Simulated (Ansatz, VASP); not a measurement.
# One calculation of Ca2YOsC6N6, two programs

```
Ca Y Os C N
1.0
     0.00000    5.64163    5.64163
     5.64163    0.00000    5.64163
     5.64163    5.64163    0.00000
Ca Y Os C N
2 1 1 6 6
Direct
  0.25000 0.25000 0.25000
  0.75000 0.75000 0.75000
  0.00000 0.00000 0.00000
  0.50000 0.50000 0.50000
  0.77993 0.22007 0.22007
  0.22007 0.77993 0.22007
  0.22007 0.22007 0.77993
  0.22007 0.77993 0.77993
  0.77993 0.22007 0.77993
  0.77993 0.77993 0.22007
  0.67530 0.32470 0.32470
  0.32470 0.67530 0.32470
  0.32470 0.32470 0.67530
  0.32470 0.67530 0.67530
  0.67530 0.32470 0.67530
  0.67530 0.67530 0.32470
```

Alike in both runs: functional PBE; k mesh 6 × 6 × 6; occupations gaussian, width 0.1 eV; no spin polarisation.

Ansatz relaxed the structure, and its values are those at the end. VASP's run is a single point on that final structure, the one shown.

```csv
,VASP,Ansatz
version,VASP 6.6.1,Ansatz 0.2.0
potentials or method,"VASP PAW PBE potentials, release 64 (Ca_sv, Y_sv, Os, C, N), cutoff 520 eV","scalar-relativistic, plane waves, PAW"
valence electrons in the cell,93,101
```

VASP gave:

* gap on the k mesh at the Fermi level (eV): none
* pressure (GPa): 0.5
* rms of the force components (eV/Å): 0.118

Task: What did Ansatz give for the same quantities?

Result: gap on the k mesh at the Fermi level (eV): none; pressure (GPa): 0.0; rms of the force components (eV/Å): 0.002.

A gap of «none» marks a metal or a gap that the smearing closes. The functional is the same, so the differences come from potentials, cutoffs and numerics. VASP's potentials hold 93 valence electrons a cell and Ansatz's 101, so a difference there can come from the potentials and not from the codes.

Neither program's run includes spin-orbit coupling. Noted on VASP's run: the standard files for N, O and F lose accuracy on very short bonds.
